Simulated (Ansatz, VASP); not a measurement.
**Two plane-wave programs on GaN**

```
Ga N
1.0
     0.00000    2.13402    2.13402
     2.13402    0.00000    2.13402
     2.13402    2.13402    0.00000
Ga N
1 1
Direct
  0.00000 0.00000 0.00000
  0.50000 0.50000 0.50000
```

Alike in both runs: functional PBE; k mesh 14 × 14 × 14; occupations gaussian, width 0.02 eV; no spin polarisation.

Ansatz relaxed the structure, and its values are those at the end. VASP's run is a single point on that final structure, the one shown.

|  | VASP | Ansatz |
| --- | --- | --- |
| version | VASP 6.6.1 | Ansatz 0.2.0 |
| potentials or method | VASP PAW PBE potentials, release 64 (Ga_d, N), cutoff 520 eV | scalar-relativistic, plane waves, PAW |
| valence electrons in the cell | 18 | 18 |

Ansatz gave:

| Item | Value |
| --- | --- |
| gap on the k mesh at the Fermi level (eV) | 0.42 |
| least direct gap on the mesh (eV) | 2.38 |
| pressure (GPa) | 0.0 |

Problem. Estimate VASP's values.

Solution. gap on the k mesh at the Fermi level (eV): 0.41; least direct gap on the mesh (eV): 2.39; pressure (GPa): 0.8.
